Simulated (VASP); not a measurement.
Runs of VASP 6.6.1 on BeS. The structure is that of space group Cmcm (No. 63), or close to it. The cells are those of the table. 

```tsv
task	cell	k mesh	cutoff (eV)	smearing	gap on the mesh (eV)	pressure (GPa)	relaxed volume (Å³/atom)	largest force (eV/Å)
single point	a = 5.231, b = 5.231, c = 3.581 Å, angles 90.0, 90.0, 141.3°, 4 atoms	6 × 6 × 6	520	gaussian 0.1 eV	0.83	(c)	-	(b)
relaxation of cell and atoms	relaxed from a = 7.060, b = 7.060, c = 3.172 Å, angles 90.0, 90.0, 154.0°, 4 atoms	10 × 10 × 8	600	gaussian 0.02 eV	1.13	0.0	17.34	0.01
single point	a = 7.261, b = 7.261, c = 3.173 Å, angles 90.0, 90.0, 154.8°, 4 atoms	10 × 10 × 8	520	gaussian 0.02 eV	1.13	0.0	-	0.01
relaxation of cell and atoms	relaxed from a = 5.231, b = 5.231, c = 3.581 Å, angles 90.0, 90.0, 141.3°, 4 atoms	6 × 6 × 6	600	gaussian 0.1 eV	1.16	0.1	16.39	0.04
single point	a = 7.060, b = 7.060, c = 3.172 Å, angles 90.0, 90.0, 154.0°, 4 atoms	6 × 6 × 6	520	gaussian 0.1 eV	(a)	0.2	-	0.04
```

Alike in all rows: level PBE; potentials or basis VASP PAW PBE potentials, release 64 (Be, S); no spin polarisation.

Question: Fill in the values left out.

Answer: (a) 1.20; (b) 1.40; (c) -11.9.

Caveats: forces of over 1 eV/Å act on the atoms, so gaps and moduli don't describe the material at rest (some runs).

A k mesh can miss the band edges.
